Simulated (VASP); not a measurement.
# NaH (Cm) in VASP: a series of runs

The runs below take NaH through single point, with PBEsol.

Program: VASP 6.6.1. These are calculated values, not measurements. Logs are shortened: lines on timing, memory, paths and dates and some standing lists are left out, and cuts for length are marked.

### Step 1. The cell of the first run

It takes space group Cm (No. 8, monoclinic). Conventional cell: a = 4.179 Å, b = 4.179 Å, c = 2.955 Å, α = 90.00°, β = 90.00°, γ = 90.00°. Within 2.4 Å of Na (site symmetry m) lie 3 H at 1.73 to 2.34 Å. H (site symmetry m) has 3 Na at 1.73 to 2.34 Å within 2.4 Å.

### Step 2. Single point, PBEsol (atom 1 (Na) moved by (-0.600, -0.600) A along [1 1 0] and z)

Contents of INCAR:

```
SYSTEM = NaH
PREC = Accurate
ENCUT = 500
EDIFF = 1E-6
ISMEAR = 0
SIGMA = 0.05
LREAL = .FALSE.
LASPH = .TRUE.
NELM = 120
ALGO = Normal
ISIF = 2
LWAVE = .FALSE.
LCHARG = .FALSE.
GGA = PS
NBANDS = 11
GGA_COMPAT = .FALSE.
```

Contents of KPOINTS:

```
regular mesh
0
G
  10 10 10
  0 0 0
```

Contents of POSCAR:

```
NaH
1.0
    2.9551240000      0.0000000000      0.0000000000
    0.0000000000      2.9551240000      0.0000000000
    0.0000000000      0.0000000000      2.9551240000
Na H
1 1
Direct
   -0.1435689564     -0.1435689564     -0.2030371653
    0.5000000000      0.5000000000      0.5000000000
```

Potentials or basis: VASP PAW PBE potentials, release 64 (Na_pv, H).

Launch:

```console
cat potpaw_PBE.64/Na_pv/POTCAR potpaw_PBE.64/H/POTCAR > POTCAR
mpirun -np 1 vasp_std > vasp.out
```

OUTCAR:

```text
SYSTEM = NaH
   PREC = Accurate
   ENCUT = 500
   EDIFF = 1E-6
   ISMEAR = 0
   LREAL = .FALSE.
   LASPH = .TRUE.
   NELM = 120
   ISIF = 2
   GGA = PS

 ion  position               nearest neighbor table
   1  0.856  0.856  0.797-   2 1.73
   2  0.500  0.500  0.500-   1 1.73

  LATTYP: Found a simple cubic cell.
 ALAT       =     2.9551240000

  Lattice vectors:

 A1 = (   2.9551240000,   0.0000000000,   0.0000000000)
 A2 = (   0.0000000000,   2.9551240000,   0.0000000000)
 A3 = (   0.0000000000,   0.0000000000,   2.9551240000)

Analysis of symmetry for initial positions (statically):
=====================================================================
 Subroutine PRICEL returns:
 Original cell was already a primitive cell.

 Routine SETGRP: Setting up the symmetry group for a
 simple cubic supercell.

 Subroutine GETGRP returns: Found  2 space group operations
 (whereof  2 operations were pure point group operations)
 out of a pool of 48 trial point group operations.

The static configuration has the point symmetry C_1h.

Analysis of symmetry for dynamics (positions and initial velocities):
=====================================================================
 Subroutine PRICEL returns:
 Original cell was already a primitive cell.

 Routine SETGRP: Setting up the symmetry group for a
 simple cubic supercell.

 Subroutine GETGRP returns: Found  2 space group operations
 (whereof  2 operations were pure point group operations)
 out of a pool of 48 trial point group operations.

The dynamic configuration has the point symmetry C_1h.

 Subroutine INISYM returns: Found  2 space group operations
 (whereof  2 operations are pure point group operations),
 and found     1 'primitive' translations

----------------------------------------------------------------------------------------

                                     Primitive cell

  volume of cell :      25.8064

  direct lattice vectors                    reciprocal lattice vectors
     2.955124000  0.000000000  0.000000000     0.338395275  0.000000000  0.000000000
     0.000000000  2.955124000  0.000000000     0.000000000  0.338395275  0.000000000
     0.000000000  0.000000000  2.955124000     0.000000000  0.000000000  0.338395275

  length of vectors
     2.955124000  2.955124000  2.955124000     0.338395275  0.338395275  0.338395275

  position of ions in fractional coordinates (direct lattice)
     0.856431044  0.856431044  0.796962835
     0.500000000  0.500000000  0.500000000

  ion indices of the primitive-cell ions
[... 79 lines left out ...]
   IBRION =     -1    ionic relax: 0-MD 1-quasi-New 2-CG
   NFREE  =      0    steps in history (QN), initial steepest desc. (CG)
   ISIF   =      2    stress and relaxation
   ISYM   =      2    0-nonsym 1-usesym 2-fastsym
   POTIM  = 0.5000    time-step for ionic-motion
   TEBEG  =    0.0;   TEEND  =   0.0 temperature during run
   PSTRESS=    0.0 pullay stress
   NELECT =       8.0000    total number of electrons
   NUPDOWN=      -1.0000    fix difference up-down
   EMIN   =  10.00;   EMAX   =-10.00  energy-range for DOS
   EFERMI =   0.00;   METHOD = LEGACY
   ISMEAR =     0;   SIGMA  =   0.05  broadening in eV -4-tet -1-fermi 0-gaus
   EFERMI_NEDOS =   21; number of points for ismear=-14 and -15
   IALGO  =     38    algorithm
   IMIX   =      4    mixing-type and parameters
     AMIX     =   0.40;   BMIX     =  1.00
     AMIX_MAG =   1.60;   BMIX_MAG =  1.00
  volume/ion in A,a.u.               =      12.90        87.08
  Fermi-wavevector in a.u.,A,eV,Ry     =   1.107973  2.093765 16.702564  1.227604
  Thomas-Fermi vector in A             =   2.244494
   LORBIT       =      0    0 simple, 1 ext, 2 COOP (PROOUT), +10 PAW based schemes
   GGA     = PS    functional components
   LHFCALC =     F    Hartree Fock is set to
   AEXX    =    0.0000 exact exchange contribution
   IVDW    =     0    specifies the selected vdW correction
   LEPSILON=     F    determine dielectric tensor
   LRPA    =     F    only Hartree local field effects (RPA)
 non-spin polarized calculation
 Gauss-broadening in eV      SIGMA  =   0.05
  energy-cutoff  :      500.00
  volume of cell :       25.81
 maximum number of plane-waves:       691
 NGX is ok and might be reduce to    24
   NGX = 11   NGY = 11   NGZ = 11

 number of electron       8.0000003 magnetization

 Free energy of the ion-electron system (eV)
  ---------------------------------------------------
  ext. energy  EPLUGINS =         0.00000000
  ---------------------------------------------------
  free energy    TOTEN  =        -4.34068294 eV

  energy without entropy =       -4.34068294  energy(sigma->0) =       -4.34068294

 E-fermi :   1.1366     XC(G=0):  -8.1192

 val. band max:        0.9132964672   @ k =   0.5000   0.5000   0.5000
 cond. band min:       2.0647015597   @ k =   0.0000   0.0000   0.5000
 fundamental gap:      1.1514050925
 Fermi energy:         1.1366057577

 k-point     1 :       0.0000    0.0000    0.0000
  band No.  band energies     occupation
      1     -22.9161      2.00000
      2     -22.8906      2.00000
      3     -22.8742      2.00000
      4      -4.6101      2.00000
      5       8.4504      0.00000
      6      11.6641      0.00000
      7      11.6841      0.00000
      8      14.2953      0.00000
      9      14.3980      0.00000
     10      16.9030      0.00000
     11      24.3095      0.00000
[... 309 lines left out ...]
 k-point    24 :       0.1000    0.0000    0.3000
  band No.  band energies     occupation
      1     -23.0347      2.00000
      2     -22.8945      2.00000
      3     -22.8675      2.00000
      4      -3.1502      2.00000
      5       4.4578      0.00000
      6      10.1906      0.00000
      7      13.1825      0.00000
      8      15.1738      0.00000
      9      17.6430      0.00000
     10      18.7222      0.00000
     11      20.7167      0.00000

 [... further k-points ...]
[... 5 lines left out ...]
  --------------------------------------------------------------------------------------
  -------------------------------------------------------------------------------------
  Total        1.3144648      1.3144648      1.0774887      1.1492456      1.0799317      1.0799318
  in kB       81.6079415     81.6079415     66.8953872     71.3503840     67.0470640     67.0470649
  external PRESSURE =      76.7037568 kB  Pullay stress =       0.0000000 kB

 VOLUME and BASIS-vectors are now :
 -----------------------------------------------------------------------------
  energy-cutoff  :      500.00
  volume of cell :       25.81
      direct lattice vectors                 reciprocal lattice vectors
     2.955124000  0.000000000  0.000000000     0.338395275  0.000000000  0.000000000
     0.000000000  2.955124000  0.000000000     0.000000000  0.338395275  0.000000000
     0.000000000  0.000000000  2.955124000     0.000000000  0.000000000  0.338395275

 POSITION                                       TOTAL-FORCE (eV/Angst)
 -----------------------------------------------------------------------------------
      2.53086      2.53086      2.35512         1.147472      1.147472      1.034895
      1.47756      1.47756      1.47756        -1.147472     -1.147472     -1.034895
 -----------------------------------------------------------------------------------
    total drift:                               -0.000275     -0.000275     -0.000512

  FREE ENERGIE OF THE ION-ELECTRON SYSTEM (eV)
  ---------------------------------------------------
  free  energy   TOTEN  =        -4.3406829368 eV

  energy  without entropy=       -4.3406829368  energy(sigma->0) =       -4.34068294
```

OSZICAR:

```text
N       E                     dE             d eps       ncg     rms          rms(c)
DAV:   1     0.379124646702E+02    0.37912E+02   -0.46019E+03  6228   0.775E+02
DAV:   2    -0.358544483537E+01   -0.41498E+02   -0.40526E+02  6382   0.202E+02
DAV:   3    -0.488517040681E+01   -0.12997E+01   -0.12982E+01  7415   0.336E+01
DAV:   4    -0.489276655085E+01   -0.75961E-02   -0.75955E-02  7145   0.258E+00
DAV:   5    -0.489282611875E+01   -0.59568E-04   -0.59567E-04  7060   0.233E-01    0.344E+00
DAV:   6    -0.446431275480E+01    0.42851E+00   -0.44135E-01  7419   0.388E+00    0.160E+00
DAV:   7    -0.433781464586E+01    0.12650E+00   -0.46178E-01  7288   0.310E+00    0.394E-01
DAV:   8    -0.434105882824E+01   -0.32442E-02   -0.12389E-02  6981   0.121E+00    0.949E-02
DAV:   9    -0.434070124163E+01    0.35759E-03   -0.21991E-03  7461   0.458E-01    0.262E-02
DAV:  10    -0.434068123852E+01    0.20003E-04   -0.12927E-04  7011   0.800E-02    0.418E-03
DAV:  11    -0.434068321505E+01   -0.19765E-05   -0.27111E-06  7015   0.109E-02    0.406E-03
DAV:  12    -0.434068293682E+01    0.27822E-06   -0.97789E-07  4399   0.424E-03
   1 F= -.43406829E+01 E0= -.43406829E+01  d E =-.613201E-13
```

stdout:

```text
POSCAR found type information on POSCAR NaH
 POSCAR found :  2 types and       2 ions
 scaLAPACK will be used
 -----------------------------------------------------------------------------
|                                                                             |
|                                                                             |
|     You enforced a specific xc type in the INCAR file but a different       |
|     I HOPE YOU KNOW WHAT YOU ARE DOING!                                     |
|                                                                             |
 -----------------------------------------------------------------------------

 LDA part: xc-table for (Slater+PW92), standard interpolation
 POSCAR, INCAR and KPOINTS ok, starting setup
 FFT: planning ... GRIDC
 FFT: planning ... GRID_SOFT
 FFT: planning ... GRID
 WAVECAR not read
 entering main loop
```

Wall time 62 s (1 thread of AMD EPYC 7R43 (Zen 3), shared host); peak memory 0.15 GiB.

What came out:

```yaml
Free_energy: -4.3407 eV
Pressure: 7.7 GPa
Largest_force: 1.925 eV/Å
Band_gap_on_the_k_mesh: 1.15 eV (least direct gap 4.15 eV)
```

Forces on the atoms (eV/Å):
```
Na   1.147  1.147  1.035
H   -1.147 -1.147 -1.035
```

Caveat: the cell differs from its parent crystal (atom 1 (Na) moved by (-0.600, -0.600) A along [1 1 0] and z); the cell stands under pressure; the PAW data sets were made with another functional, which shifts forces and pressure a little. A k mesh can miss the band edges.

### Step 3. Single point, PBEsol (atom 1 (Na) moved by (-0.600, -0.300) A along [1 1 0] and z)

Contents of INCAR:

```
ALGO = Normal ; EDIFF = 1E-6
ENCUT = 500 ; GGA = PS
GGA_COMPAT = False ; ISIF = 2
ISMEAR = 0 ; LASPH = True
LCHARG = False ; LREAL = False
LWAVE = False ; NBANDS = 11
NELM = 120 ; PREC = Accurate
SIGMA = 0.05
```

Contents of KPOINTS:

```
k-points
0
Gamma
  10 10 10
```

Edit POSCAR of step 2 so:

```diff
@@ -8,3 +8,3 @@
 Direct
-   -0.1435689564     -0.1435689564     -0.2030371653
+   -0.1435689564     -0.1435689564     -0.1015185826
     0.5000000000      0.5000000000      0.5000000000
```

Potentials or basis: VASP PAW PBE potentials, release 64 (Na_pv, H).

Launch:

```console
cat potpaw_PBE.64/Na_pv/POTCAR potpaw_PBE.64/H/POTCAR > POTCAR
mpirun -np 1 vasp_std > vasp.out
```

It took 64 s on 1 thread of AMD EPYC 7R43 (Zen 3), shared host; peak memory 0.15 GiB.

The run converged. Its results:

- Free energy: -4.5824 eV
- Pressure: 4.2 GPa
- Largest force: 0.985 eV/Å
- Band gap on the k mesh: 1.11 eV (least direct gap 4.25 eV)

Forces on the atoms (eV/Å):
```
Na   0.577  0.577  0.551
H   -0.577 -0.577 -0.551
```

Stress tensor (GPa, compression positive):
```
4.01 3.97 3.63
3.97 4.01 3.63
3.63 3.63 4.51
```

Levels at points of the mesh, in eV from the valence-band top:
```csv
k point,band 2,band 3,band 4,band 5,band 6,band 7
"(0.00, 0.00, 0.00)",-23.99,-23.97,-5.68,7.82,10.68,10.79
"(0.50, 0.00, 0.00)",-23.97,-23.95,-3.15,1.11,10.96,13.98
"(0.00, 0.00, 0.50)",-23.97,-23.97,-3.15,1.18,10.68,14.04
"(0.50, 0.50, 0.00)",-24.14,-23.94,-1.45,4.44,4.44,6.72
"(0.00, 0.50, 0.50)",-24.13,-23.95,-1.49,4.40,4.49,6.83
"(0.50, 0.50, 0.50)",-24.11,-24.10,0.00,7.11,7.18,7.94
```

Caveat: the cell differs from its parent crystal (atom 1 (Na) moved by (-0.600, -0.300) A along [1 1 0] and z); the cell stands under pressure; the PAW data sets were made with another functional, which shifts forces and pressure a little. A k mesh can miss the band edges.

### Step 4. Single point, PBEsol (atom 1 (Na) moved by (-0.300, -0.300) A along [1 1 0] and z)

Contents of INCAR:

```
PREC = Accurate
ENCUT = 500
EDIFF = 1E-6
ISMEAR = 0
SIGMA = 0.05
LREAL = False
LASPH = True
NELM = 120
ALGO = Normal
ISIF = 2
LWAVE = False
LCHARG = True
GGA = PS
LELF = True
LVHAR = True
NBANDS = 11
GGA_COMPAT = False
```

Contents of KPOINTS:

```
Automatic mesh
0
Gamma
  10 10 10
```

Edit POSCAR of step 3 so:

```diff
@@ -8,3 +8,3 @@
 Direct
-   -0.1435689564     -0.1435689564     -0.1015185826
+   -0.0717844782     -0.0717844782     -0.1015185826
     0.5000000000      0.5000000000      0.5000000000
```

Potentials or basis: VASP PAW PBE potentials, release 64 (Na_pv, H).

Launch:

```console
cat potpaw_PBE.64/Na_pv/POTCAR potpaw_PBE.64/H/POTCAR > POTCAR
mpirun -np 1 vasp_std > vasp.out
```

OUTCAR:

```text
PREC = Accurate
   ENCUT = 500
   EDIFF = 1E-6
   ISMEAR = 0
   LREAL = False
   LASPH = True
   NELM = 120
   ISIF = 2
   GGA = PS

 ion  position               nearest neighbor table
   1  0.928  0.928  0.898-
   2  0.500  0.500  0.500-

  LATTYP: Found a simple cubic cell.
 ALAT       =     2.9551240000

  Lattice vectors:

 A1 = (   2.9551240000,   0.0000000000,   0.0000000000)
 A2 = (   0.0000000000,   2.9551240000,   0.0000000000)
 A3 = (   0.0000000000,   0.0000000000,   2.9551240000)

[... 509 lines left out ...]
      4      -3.2171      2.00000
      5       4.6541      0.00000
      6      10.3552      0.00000
      7      13.0379      0.00000
      8      14.8773      0.00000
      9      17.0210      0.00000
     10      18.7964      0.00000
     11      21.1446      0.00000

 [... further k-points ...]
[... 5 lines left out ...]
  --------------------------------------------------------------------------------------
  -------------------------------------------------------------------------------------
  Total        0.1885034      0.1885034      0.1941550      0.1732973      0.2116399      0.2116399
  in kB       11.7031454     11.7031454     12.0540252     10.7590835     13.1395637     13.1395646
  external PRESSURE =      11.8201053 kB  Pullay stress =       0.0000000 kB

 VOLUME and BASIS-vectors are now :
 -----------------------------------------------------------------------------
  energy-cutoff  :      500.00
  volume of cell :       25.81
      direct lattice vectors                 reciprocal lattice vectors
     2.955124000  0.000000000  0.000000000     0.338395275  0.000000000  0.000000000
     0.000000000  2.955124000  0.000000000     0.000000000  0.338395275  0.000000000
     0.000000000  0.000000000  2.955124000     0.000000000  0.000000000  0.338395275

 POSITION                                       TOTAL-FORCE (eV/Angst)
 -----------------------------------------------------------------------------------
      2.74299      2.74299      2.65512         0.184238      0.184238      0.213911
      1.47756      1.47756      1.47756        -0.184238     -0.184238     -0.213911
 -----------------------------------------------------------------------------------
    total drift:                               -0.000098     -0.000098      0.000184

  FREE ENERGIE OF THE ION-ELECTRON SYSTEM (eV)
  ---------------------------------------------------
  free  energy   TOTEN  =        -4.7333330928 eV

  energy  without entropy=       -4.7333330928  energy(sigma->0) =       -4.73333309
```

OSZICAR:

```text
N       E                     dE             d eps       ncg     rms          rms(c)
DAV:   1     0.293877639084E+02    0.29388E+02   -0.36334E+03  6224   0.799E+02
DAV:   2    -0.414636210277E+01   -0.33534E+02   -0.32816E+02  6395   0.179E+02
DAV:   3    -0.516862200658E+01   -0.10223E+01   -0.10211E+01  7467   0.290E+01
DAV:   4    -0.517439055892E+01   -0.57686E-02   -0.57680E-02  7031   0.221E+00
DAV:   5    -0.517443560773E+01   -0.45049E-04   -0.45049E-04  7118   0.201E-01    0.298E+00
DAV:   6    -0.483489955375E+01    0.33954E+00   -0.34788E-01  7189   0.374E+00    0.140E+00
DAV:   7    -0.473177638741E+01    0.10312E+00   -0.35641E-01  7176   0.273E+00    0.368E-01
DAV:   8    -0.473352124127E+01   -0.17449E-02   -0.81534E-03  7095   0.115E+00    0.723E-02
DAV:   9    -0.473334857760E+01    0.17266E-03   -0.12878E-03  7244   0.401E-01    0.251E-02
DAV:  10    -0.473333240548E+01    0.16172E-04   -0.79586E-05  7038   0.556E-02    0.256E-03
DAV:  11    -0.473333309276E+01   -0.68728E-06   -0.13812E-06  7107   0.760E-03
   1 F= -.47333331E+01 E0= -.47333331E+01  d E =-.255338E-22
```

Wall time 56 s (1 thread of AMD EPYC 7R43 (Zen 3), shared host); peak memory 0.15 GiB.

What came out:

```
Free energy            : -4.7333 eV
Pressure               : 1.2 GPa
Largest force          : 0.337 eV/Å
Band gap on the k mesh : 0.94 eV (least direct gap 4.28 eV)
```

Forces on the atoms (eV/Å):
```
Na   0.184  0.184  0.214
H   -0.184 -0.184 -0.214
```

Caveat: the cell differs from its parent crystal (atom 1 (Na) moved by (-0.300, -0.300) A along [1 1 0] and z); the PAW data sets were made with another functional, which shifts forces and pressure a little.

### Step 5. The runs side by side

| cell | gap on the mesh (eV) | pressure (GPa) | largest force (eV/Å) |
| --- | --- | --- | --- |
| as given, atomic positions A | 1.15 | 7.7 | 1.92 |
| as given, atomic positions B | 1.11 | 4.2 | 0.98 |
| as given, atomic positions C | 0.94 | 1.2 | 0.34 |

Alike in all rows: task single point; level PBEsol; potentials or basis VASP PAW PBE potentials, release 64 (Na_pv, H); no spin polarisation; k mesh 10 × 10 × 10; cutoff (eV) 500; smearing gaussian 0.05 eV.

Caveats: the PAW data sets were made with another functional, which shifts forces and pressure a little; the cell stands under pressure (at least some runs).

Total energies depend on the potentials used, so only differences within one code and one set of settings carry meaning.
